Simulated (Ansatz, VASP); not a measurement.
# One calculation of GdO, two programs

The input INCAR:

```
SYSTEM = GdO
ALGO = Normal ; EDIFF = 1E-6
ENCUT = 520 ; GGA = PS
ISIF = 2 ; ISMEAR = 0
ISPIN = 2 ; LASPH = .True.
LCHARG = .False. ; LDAU = .True.
LDAUJ = 0 0 ; LDAUL = 3 -1
LDAUPRINT = 1 ; LDAUTYPE = 2
LDAUU = 6 0 ; LMAXMIX = 6
LORBIT = 11 ; LREAL = .False.
LWAVE = .False. ; MAGMOM = 7.69 0.01
NBANDS = 23 ; NELM = 150
PREC = Accurate ; SIGMA = 0.05
```

File KPOINTS:

```
k-points
0
Gamma
  8 8 8
  0 0 0
```

File POSCAR:

```
GdO
1.0
    0.0000000000      2.6287183009      2.6287183009
    2.6287183009      0.0000000000      2.6287183009
    2.6287183009      2.6287183009      0.0000000000
Gd O
1 1
Direct
    0.0000000000      0.0000000000      0.0000000000
    0.2500000000      0.2500000000      0.2500000000
```

Input for Ansatz:

```yaml
crystal:
  lattice:
    - [0.0, 2.6287183009, 2.6287183009]
    - [2.6287183009, 0.0, 2.6287183009]
    - [2.6287183009, 2.6287183009, 0.0]
  atoms:
    - { symbol: Gd, position: [0.0, 0.0, 0.0], spin: 7.7 }
    - { symbol: O, position: [0.25, 0.25, 0.25] }
basis:
  ecutwfc: 420
  ecutrho_ratio: 4
kpoints:
  mp_grid: { grid: [8, 8, 8] }
hamiltonian:
  xc: pbesol
  hubbard:
    sites:
      - { species: Gd, l: f, u_eff: 6.0, starting_ns: start.occupation_matrices }
    ns_hold: { iters: 6 }
scf:
  occupations: { method: gaussian, width: 0.05 }
  lower_state_search: "off"
output:
  forces: true
  stress: true
  eigenvalues: true
  populations: true
  hubbard: { sites: [{ species: Gd, l: f }] }
magnetization:
  spin_polarized: true
```

Alike in both runs: task single point; functional PBEsol; k mesh 8 × 8 × 8; occupations gaussian, width 0.05 eV; collinear spin; Hubbard terms Gd f U = 6.0 eV.

|  | VASP | Ansatz |
| --- | --- | --- |
| version | VASP 6.6.1 | Ansatz 0.2.0 |
| potentials or method | VASP PAW PBE potentials, release 64 (Gd, O), cutoff 520 eV | scalar-relativistic, plane waves, PAW |
| valence electrons in the cell | 24 | 24 |

VASP gave:

```
gap on the k mesh at the Fermi level (eV)                     : none
pressure (GPa)                                                : 5.0
net moment per atom (μB)                                      : 3.97
size of the moment on the site where the two differ most (μB) : 7.09
```

What did Ansatz give for the same quantities?

gap on the k mesh at the Fermi level (eV): none; pressure (GPa): 4.8; net moment per atom (μB): 3.97; size of the moment on the site where the two differ most (μB): 6.99.

VASP's potentials were made for PBE, not for PBEsol. Site moments also hang on the region over which each program counts them. The programs project onto different local orbitals, so the same U acts differently, and such runs can settle in different states. A gap of «none» marks a metal or a gap that the smearing closes. Ansatz's warnings: filled band counts differ across k points.

Neither program's run includes spin-orbit coupling.
